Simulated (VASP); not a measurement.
Here is a VASP 6.6.1 calculation.

File INCAR:

```
SYSTEM = BiTe
PREC = Accurate
ENCUT = 520
EDIFF = 1E-7
ISMEAR = -1
SIGMA = 0.15
LREAL = .False.
LASPH = .True.
NELM = 60
ALGO = Normal
ISIF = 2
LWAVE = .False.
LCHARG = .False.
GGA = PS
NBANDS = 18
```

The input KPOINTS:

```
regular mesh
0
Gamma
  12 12 12
  0 0 0
```

Contents of POSCAR:

```
BiTe
1.0
    0.0000000000      3.2005777672      3.2005777672
    3.2005777672      0.0000000000      3.2005777672
    3.2005777672      3.2005777672      0.0000000000
Bi Te
1 1
Direct
    0.0000000000      0.0000000000      0.0000000000
    0.5000000000      0.5000000000      0.5000000000
```

Potentials or basis: VASP PAW PBE potentials, release 64 (Bi_d, Te).

The run is started by

```sh
$ cat potpaw_PBE.64/Bi_d/POTCAR potpaw_PBE.64/Te/POTCAR > POTCAR
$ mpirun -np 1 vasp_std > vasp.out
```

Q: Estimate the band gap on the k mesh.

A: Zero (an odd number of electrons rules out a gap without spin polarisation).

Q: What does it give for the pressure?

A: 0.0 GPa.

Caveat: the PAW data sets were made with another functional, which shifts forces and pressure a little; spin-orbit coupling is left out, which moves the levels of the heavy elements.
